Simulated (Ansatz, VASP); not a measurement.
## Ga2GeSe3: VASP beside Ansatz

The input INCAR:

```
ALGO = Normal ; EDIFF = 1E-6
ENCUT = 520 ; GGA = PE
ISIF = 2 ; ISMEAR = 0
LASPH = T ; LCHARG = T
LELF = T ; LREAL = F
LVHAR = T ; LWAVE = F
NBANDS = 38 ; NELM = 80
PREC = Accurate ; SIGMA = 0.1
```

The input KPOINTS:

```
k-points
0
Gamma
  4 4 2
```

POSCAR

```
Ga2GeSe3
1.0
    3.8980385900      0.0000000000      0.0000000000
    0.0000000000      3.8980385900      0.0000000000
    0.0000000000      0.0000000000      8.4696726200
Ga Ge Se
2 1 3
Direct
    0.5000000000      0.0000000000      0.2626059900
    0.0000000000      0.5000000000      0.7373940100
    0.0000000000      0.0000000000      0.0000000000
    0.5000000000      0.0000000000      0.6250519800
    0.0000000000      0.5000000000      0.3749480200
    0.5000000000      0.5000000000      0.0000000000
```

Input for Ansatz:

```yaml
crystal:
  lattice:
    - [3.89803859, 0.0, 0.0]
    - [0.0, 3.89803859, 0.0]
    - [0.0, 0.0, 8.46967262]
  atoms:
    - { symbol: Ga, position: [0.5, 0.0, 0.26260599] }
    - { symbol: Ga, position: [0.0, 0.5, 0.73739401] }
    - { symbol: Ge, position: [0.0, 0.0, 0.0] }
    - { symbol: Se, position: [0.5, 0.0, 0.62505198] }
    - { symbol: Se, position: [0.0, 0.5, 0.37494802] }
    - { symbol: Se, position: [0.5, 0.5, 0.0] }
basis:
  ecutwfc: 420
kpoints:
  mp_grid: { grid: [4, 4, 2] }
hamiltonian:
  xc: pbe
scf:
  occupations: { method: gaussian, width: 0.1 }
  lower_state_search: "off"
output:
  forces: true
  stress: true
  eigenvalues: true
```

Change from the starting cell: species swapped into the Ti2CuSb3 type (P-4m2, No. 115).

Alike in both runs: task single point; functional PBE; k mesh 4 × 4 × 2; occupations gaussian, width 0.1 eV; no spin polarisation.

```csv
,VASP,Ansatz
version,VASP 6.6.1,Ansatz 0.2.0
potentials or method,"VASP PAW PBE potentials, release 64 (Ga_d, Ge_d, Se), cutoff 520 eV","scalar-relativistic, plane waves, PAW"
valence electrons in the cell,58,88
```

```tsv
	VASP	Ansatz	Ansatz less VASP
gap on the k mesh at the Fermi level (eV)	none	none	-
pressure (GPa)	-0.7	-0.7	-0.05
traceless stress, the component that is largest in VASP (GPa)	3.87	3.88	+0.014
rms of the force components (eV/Å)	0.485	0.485	-0.0002
```

Atom by atom the forces differ by 0.002 eV/Å (rms over components). A gap of «none» marks a metal or a gap that the smearing closes. VASP's potentials hold 58 valence electrons a cell and Ansatz's 88, so a difference there can come from the potentials and not from the codes.

The k mesh is coarse, so the values compare programs but aren't converged.
